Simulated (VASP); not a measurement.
# AlCo (NiAs type) (P6_3/mmc) in VASP: further runs

AlCo (NiAs type) is run at these levels: PBE; tasks: single point, relaxation of cell and atoms.

Everything below comes from runs of VASP 6.6.1. Logs are shortened: lines on timing, memory, paths and dates and some standing lists are left out, and cuts for length are marked.

### Step 1. The cell of the first run

The structure is hexagonal, space group P6_3/mmc (No. 194). Conventional cell: a = 2.352 Å, b = 2.352 Å, c = 6.840 Å, α = 90.00°, β = 90.00°, γ = 120.00°. Within 2.9 Å of Co (site symmetry -3m) lie 6 Al at 2.18 Å and 6 Co at 2.35 Å. Al (site symmetry -6m2) has 6 Co at 2.18 Å and 6 Al at 2.35 Å within 2.9 Å.

### Step 2. Single point, PBE

The input, INCAR:

```
SYSTEM = AlCo
ALGO = Normal
EDIFF = 1E-6
ENCUT = 520
GGA = PE
ISIF = 2
ISMEAR = -1
LASPH = .True.
LCHARG = .False.
LREAL = .False.
LWAVE = .False.
NBANDS = 20
NELM = 80
PREC = Accurate
SIGMA = 0.05
```

The input, KPOINTS:

```
k-points
0
Gamma
  12 12 7
  0 0 0
```

The input, POSCAR:

```
AlCo
1.0
    2.3515919538      0.0000000000      0.0000000000
   -1.1757959769      2.0365383713      0.0000000000
    0.0000000000      0.0000000000      6.8398599313
Co Al
2 2
Direct
    0.0000000000      0.0000000000      0.0000000000
    0.0000000000      0.0000000000      0.5000000000
    0.3333333333      0.6666666667      0.2500000000
    0.6666666667      0.3333333333      0.7500000000
```

Potentials or basis: VASP PAW PBE potentials, release 64 (Co, Al).

Launch:

```console
$ cat potpaw_PBE.64/Co/POTCAR potpaw_PBE.64/Al/POTCAR > POTCAR
$ mpirun -np 1 vasp_std > vasp.out
```

OUTCAR:

```text
SYSTEM = AlCo
   EDIFF = 1E-6
   ENCUT = 520
   GGA = PE
   ISIF = 2
   ISMEAR = -1
   LASPH = .True.
   LREAL = .False.
   NELM = 80
   PREC = Accurate

 ion  position               nearest neighbor table
   1  0.000  0.000  0.000-   3 2.18   4 2.18   3 2.18   4 2.18   4 2.18   3 2.18   4 3.21   3 3.21
                             3 3.21   4 3.21   3 3.21   4 3.21
   2  0.000  0.000  0.500-   3 2.18   4 2.18   3 2.18   4 2.18   4 2.18   3 2.18   4 3.21   3 3.21
                             3 3.21   4 3.21   3 3.21   4 3.21
   3  0.333  0.667  0.250-   1 2.18   2 2.18   1 2.18   2 2.18   1 2.18   2 2.18   1 3.21   2 3.21
                             1 3.21   2 3.21   1 3.21   2 3.21
   4  0.667  0.333  0.750-   1 2.18   2 2.18   1 2.18   2 2.18   1 2.18   2 2.18   1 3.21   2 3.21
                             1 3.21   2 3.21   1 3.21   2 3.21

  LATTYP: Found a hexagonal cell.
 ALAT       =     2.3515919538
 C/A-ratio  =     2.9086083239

  Lattice vectors:

 A1 = (   2.3515919538,   0.0000000000,   0.0000000000)
 A2 = (  -1.1757959769,   2.0365383713,   0.0000000000)
 A3 = (   0.0000000000,   0.0000000000,   6.8398599313)

Analysis of symmetry for initial positions (statically):
=====================================================================
 Subroutine PRICEL returns:
 Original cell was already a primitive cell.

 Routine SETGRP: Setting up the symmetry group for a
 hexagonal supercell.

 Subroutine GETGRP returns: Found 24 space group operations
 (whereof 12 operations were pure point group operations)
 out of a pool of 24 trial point group operations.

The static configuration has the point symmetry D_3d.
 The point group associated with its full space group is D_6h.

Analysis of symmetry for dynamics (positions and initial velocities):
=====================================================================
 Subroutine PRICEL returns:
 Original cell was already a primitive cell.

 Routine SETGRP: Setting up the symmetry group for a
 hexagonal supercell.

 Subroutine GETGRP returns: Found 24 space group operations
 (whereof 12 operations were pure point group operations)
 out of a pool of 24 trial point group operations.

The dynamic configuration has the point symmetry D_3d.
 The point group associated with its full space group is D_6h.

 Subroutine INISYM returns: Found 24 space group operations
 (whereof 12 operations are pure point group operations),
 and found     1 'primitive' translations

----------------------------------------------------------------------------------------

                                     Primitive cell

  volume of cell :      32.7568

[... 96 lines left out ...]
   IBRION =     -1    ionic relax: 0-MD 1-quasi-New 2-CG
   NFREE  =      0    steps in history (QN), initial steepest desc. (CG)
   ISIF   =      2    stress and relaxation
   ISYM   =      2    0-nonsym 1-usesym 2-fastsym
   POTIM  = 0.5000    time-step for ionic-motion
   TEBEG  =    0.0;   TEEND  =   0.0 temperature during run
   PSTRESS=    0.0 pullay stress
   NELECT =      24.0000    total number of electrons
   NUPDOWN=      -1.0000    fix difference up-down
   EMIN   =  10.00;   EMAX   =-10.00  energy-range for DOS
   EFERMI =   0.00;   METHOD = LEGACY
   ISMEAR =    -1;   SIGMA  =   0.05  broadening in eV -4-tet -1-fermi 0-gaus
   EFERMI_NEDOS =   21; number of points for ismear=-14 and -15
   IALGO  =     38    algorithm
   IMIX   =      4    mixing-type and parameters
     AMIX     =   0.40;   BMIX     =  1.00
     AMIX_MAG =   1.60;   BMIX_MAG =  1.00
  volume/ion in A,a.u.               =       8.19        55.26
  Fermi-wavevector in a.u.,A,eV,Ry     =   1.475858  2.788968 29.635634  2.178158
  Thomas-Fermi vector in A             =   2.590456
   LORBIT       =      0    0 simple, 1 ext, 2 COOP (PROOUT), +10 PAW based schemes
   GGA     = PE    functional components
   LHFCALC =     F    Hartree Fock is set to
   AEXX    =    0.0000 exact exchange contribution
   IVDW    =     0    specifies the selected vdW correction
   LEPSILON=     F    determine dielectric tensor
   LRPA    =     F    only Hartree local field effects (RPA)
 non-spin polarized calculation
  energy-cutoff  :      520.00
  volume of cell :       32.76
 maximum number of plane-waves:       908
 NGX is ok and might be reduce to    18
   NGX =  9   NGY =  9   NGZ = 25

 number of electron      23.9999995 magnetization

 Free energy of the ion-electron system (eV)
  ---------------------------------------------------
  ext. energy  EPLUGINS =         0.00000000
  ---------------------------------------------------
  free energy    TOTEN  =       -17.57411760 eV

  energy without entropy =      -17.55350881  energy(sigma->0) =      -17.56381320

 E-fermi :  15.9941     XC(G=0): -14.0695

 val. band max:       15.9610462905   @ k =   0.2500   0.1667   0.4286
 cond. band min:      15.9990078045   @ k =   0.4167   0.0833   0.4286
 fundamental gap:      0.0379615140
 Fermi energy:        15.9941312436

 k-point     1 :       0.0000    0.0000    0.0000
  band No.  band energies     occupation
      1       2.2244      2.00000
      2       4.6201      2.00000
      3       6.6645      2.00000
      4      10.4475      2.00000
      5      12.7691      2.00000
      6      13.5746      2.00000
[... 541 lines left out ...]
     19      28.6080      0.00000
     20      29.0985      0.00000

 [... further k-points ...]

------------------------ aborting loop because EDIFF is reached ----------------------------------------

  FORCE on cell =-STRESS in cart. coord.  units (eV):
  Direction    XX          YY          ZZ          XY          YZ          ZX
  --------------------------------------------------------------------------------------
  -------------------------------------------------------------------------------------
  Total       30.6734035     30.6734035     30.6299925     -0.0000000      0.0000000      0.0000000
  in kB     1500.2746759   1500.2746758   1498.1513936     -0.0000000      0.0000000      0.0000000
  external PRESSURE =    1499.5669151 kB  Pullay stress =       0.0000000 kB

 VOLUME and BASIS-vectors are now :
 -----------------------------------------------------------------------------
  energy-cutoff  :      520.00
  volume of cell :       32.76
      direct lattice vectors                 reciprocal lattice vectors
     2.351591954  0.000000000  0.000000000     0.425243843  0.245514647  0.000000000
    -1.175795977  2.036538371  0.000000000     0.000000000  0.491029295  0.000000000
     0.000000000  0.000000000  6.839859931     0.000000000  0.000000000  0.146201824

 POSITION                                       TOTAL-FORCE (eV/Angst)
 -----------------------------------------------------------------------------------
      0.00000      0.00000      0.00000        -0.000000      0.000000      0.000000
      0.00000      0.00000      3.41993        -0.000000      0.000000      0.000000
     -0.00000      1.35769      1.70996         0.000000      0.000000     -0.000000
      1.17580      0.67885      5.12989        -0.000000      0.000000      0.000000
 -----------------------------------------------------------------------------------
    total drift:                                0.000000      0.000000      0.000000

  FREE ENERGIE OF THE ION-ELECTRON SYSTEM (eV)
  ---------------------------------------------------
  free  energy   TOTEN  =       -17.5741175965 eV

  energy  without entropy=      -17.5535088105  energy(sigma->0) =      -17.56381320
```

OSZICAR:

```text
N       E                     dE             d eps       ncg     rms          rms(c)
DAV:   1     0.136907715314E+03    0.13691E+03   -0.10485E+04  3104   0.142E+03
DAV:   2    -0.143155216023E+02   -0.15122E+03   -0.14306E+03  3060   0.279E+02
DAV:   3    -0.211391484212E+02   -0.68236E+01   -0.66372E+01  3484   0.747E+01
DAV:   4    -0.212893769317E+02   -0.15023E+00   -0.15007E+00  3632   0.102E+01
DAV:   5    -0.212949792768E+02   -0.56023E-02   -0.56017E-02  3676   0.193E+00    0.245E+01
DAV:   6    -0.221099643768E+02   -0.81499E+00   -0.39180E+01  3408   0.112E+02    0.158E+01
DAV:   7    -0.180729378715E+02    0.40370E+01   -0.28557E+01  3508   0.814E+01    0.756E+00
DAV:   8    -0.176120344535E+02    0.46090E+00   -0.82413E-01  3844   0.147E+01    0.184E+00
DAV:   9    -0.175755011554E+02    0.36533E-01   -0.10364E-01  4296   0.489E+00    0.565E-01
DAV:  10    -0.175743695295E+02    0.11316E-02   -0.63725E-03  4308   0.101E+00    0.357E-01
DAV:  11    -0.175742728346E+02    0.96695E-04   -0.31340E-04  4688   0.261E-01    0.150E-01
DAV:  12    -0.175741181516E+02    0.15468E-03   -0.36778E-04  3500   0.339E-01    0.221E-02
DAV:  13    -0.175741178551E+02    0.29652E-06   -0.17104E-05  4292   0.388E-02    0.676E-03
DAV:  14    -0.175741175965E+02    0.25856E-06   -0.22702E-07  1800   0.524E-03
   1 F= -.17574118E+02 E0= -.17563813E+02  d E =-.206088E-01
```

stdout:

```text
POSCAR found type information on POSCAR CoAl
 POSCAR found :  2 types and       4 ions
 scaLAPACK will be used
 LDA part: xc-table for (Slater+PW92), standard interpolation
 POSCAR, INCAR and KPOINTS ok, starting setup
 FFT: planning ... GRIDC
 FFT: planning ... GRID_SOFT
 FFT: planning ... GRID
 WAVECAR not read
 entering main loop
```

Wall time 66 s (1 thread of Intel Xeon Platinum 8488C (Sapphire Rapids), shared host); peak memory 0.18 GiB.

What came out:

```yaml
Free_energy: -17.5741 eV
Pressure: 150.0 GPa
Band_gap_on_the_k_mesh: zero (band 12 reaches 17.31 eV, above the bottom of band 13 at 14.77 eV)
```

Levels at points of the mesh, in eV from the Fermi level:
```tsv
k point	band 8	band 9	band 10	band 11	band 12	band 13	band 14	band 15	band 16	band 17
(0.00, 0.00, 0.00)	-2.41	-2.41	-2.11	-1.04	-1.04	-0.90	-0.90	4.91	10.92	16.30
(0.50, 0.00, 0.00)	-2.17	-1.75	-1.60	-1.22	0.30	0.30	2.03	3.59	5.61	5.68
```

### Step 3. Single point, PBE

The input, INCAR:

```
ALGO = Normal ; EDIFF = 1E-6
ENCUT = 520 ; GGA = PE
ISIF = 2 ; ISMEAR = -1
LASPH = True ; LCHARG = False
LREAL = False ; LWAVE = False
NBANDS = 20 ; NELM = 60
PREC = Accurate ; SIGMA = 0.05
```

The input, KPOINTS:

```
k-points
0
Gamma
  12 12 7
```

Edit POSCAR of step 2 so:

```diff
@@ -3,3 +3,3 @@
     2.3515919538      0.0000000000      0.0000000000
-   -1.1757959769      2.0365383713      0.0000000000
+   -1.1757959769      2.0365383714      0.0000000000
     0.0000000000      0.0000000000      6.8398599313
```

Potentials or basis: VASP PAW PBE potentials, release 64 (Co, Al).

Launch:

```console
$ cat potpaw_PBE.64/Co/POTCAR potpaw_PBE.64/Al/POTCAR > POTCAR
$ mpirun -np 1 vasp_std > vasp.out
```

Run time: 56 s. Hardware: 1 thread of Intel Xeon Platinum 8488C (Sapphire Rapids), shared host; peak memory 0.17 GiB.

Results (log left out):

```
Free energy            : -17.5741 eV
Pressure               : 150.0 GPa
Band gap on the k mesh : zero (band 12 reaches 17.31 eV, above the bottom of band 13 at 14.77 eV)
```

Stress tensor (GPa, compression positive):
```
150.03   0.00   0.00
  0.00 150.03   0.00
  0.00   0.00 149.82
```

Levels at points of the mesh, in eV from the Fermi level:
| k point | band 10 | band 11 | band 12 | band 13 | band 14 | band 15 |
| --- | --- | --- | --- | --- | --- | --- |
| (0.00, 0.00, 0.00) | -2.11 | -1.04 | -1.04 | -0.90 | -0.90 | 4.91 |
| (0.50, 0.00, 0.00) | -1.60 | -1.22 | 0.30 | 0.30 | 2.03 | 3.59 |

Spin polarisation is off, so any magnetic state and its effect on volume and gap are missing.

(Continued in part 2 of 2.)
